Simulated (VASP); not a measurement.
## WF: single point with PBE+U

Crystal: WF.

```xyz
2
Lattice="1.3659 0.7886 5.0696 -1.3659 0.7886 5.0696 0.0000 -1.5772 5.0696" Properties=species:S:1:pos:R:3 pbc="T T T"
W     0.0000    0.0000   12.3818
F     0.0000    0.0000   14.2525
```

* Program: VASP 6.6.1
* Task: single point
* Functional: PBE
* Potentials or basis: VASP PAW PBE potentials, release 64 (W_sv, F)
* Cutoff: 520 eV
* k mesh: 11 × 11 × 11
* Occupations: fermi-dirac, width 0.05 eV
* Spin: no spin polarisation
* Hubbard terms: W d U = 6.0 eV
* Dipole correction: no
* Further INCAR settings: ALGO = Normal; EDIFF = 1e-07; NBANDS = 18

The pressure is 9.3 GPa, the largest force is 1.159 eV/Å and the band gap on the k mesh is zero (an odd number of electrons rules out a gap without spin polarisation).

Forces on the atoms (eV/Å):
```
W    0.000  0.000 -1.159
F    0.000  0.000  1.159
```

Stress tensor (GPa, compression positive):
```
 8.69  0.00  0.00
 0.00  8.69  0.00
 0.00  0.00 10.46
```

Levels at points of the mesh, in eV from the Fermi level:
| k point | band 6 | band 7 | band 8 | band 9 | band 10 | band 11 | band 12 | band 13 | band 14 | band 15 |
| --- | --- | --- | --- | --- | --- | --- | --- | --- | --- | --- |
| (0.00, 0.00, 0.00) | -7.06 | -6.53 | -4.13 | -4.13 | -0.34 | -0.34 | -0.32 | 4.20 | 4.20 | 5.69 |

Eigenvalues of the final occupation matrices:
```tsv
site	spin	trace	eigenvalues
site 1 d	1	1.63	0.27 0.27 0.27 0.41 0.41
site 1 d	2	1.63	0.27 0.27 0.27 0.41 0.41
```

It took 4.2 min on 1 thread of Intel(R) Xeon(R) Platinum 8259CL CPU @ 2.50GHz (Skylake/Cascade Lake), with other jobs on the host, peak memory 0.29 GiB.

Caveat: the cell stands under pressure; spin-orbit coupling is left out, which moves the levels of the heavy elements; an odd number of electrons without spin polarisation forces a metal; a magnetic or distorted state may lie lower; U without spin polarisation on a metal has little footing.
